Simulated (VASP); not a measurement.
Wanted: the native input for a VASP 6.6.1 run.

| Property | Result |
| --- | --- |
| Task | single point |
| Functional | PBE |
| Potentials or basis | VASP PAW PBE potentials, release 64 (B, P) |
| Cutoff | 520 eV |
| k mesh | 10 × 10 × 10 |
| Occupations | gaussian, width 0.02 eV |
| Spin | no spin polarisation |
| Dipole correction | no |
| Further INCAR settings | ALGO = Normal; EDIFF = 1e-07; NBANDS = 11 |

The structure of BP lies in POSCAR:

```
BP
1.0
    0.0000000000      2.3187704110      2.3187704110
    2.3187704110      0.0000000000      2.3187704110
    2.3187704110      2.3187704110      0.0000000000
B P
1 1
Direct
    0.5000000000      0.5000000000      0.5000000000
    0.7500000000      0.7500000000      0.7500000000
```

This cell differs from its parent crystal: volume scaled by 1.06.

The input as run:

INCAR

```
PREC = Accurate ; ENCUT = 520
EDIFF = 1E-7 ; ISMEAR = 0
SIGMA = 0.02 ; LREAL = F
LASPH = T ; NELM = 80
ALGO = Normal ; ISIF = 2
LWAVE = F ; LCHARG = F
GGA = PE ; NBANDS = 11
```

KPOINTS

```
regular mesh
0
Gamma
  10 10 10
```

Potentials or basis: VASP PAW PBE potentials, release 64 (B, P).

Run with:

```sh
$ cat potpaw_PBE.64/B/POTCAR potpaw_PBE.64/P/POTCAR > POTCAR
$ mpirun -np 1 vasp_std > vasp.out
```

Results of the run:

```json
{
 "Pressure": "-8.6 GPa",
 "Band gap on the k mesh": "1.33 eV, indirect (least direct gap 3.31 eV)"
}
```

Wall time 14 s on 1 thread of Intel Xeon 8259CL (shared host), peak memory 0.14 GiB.
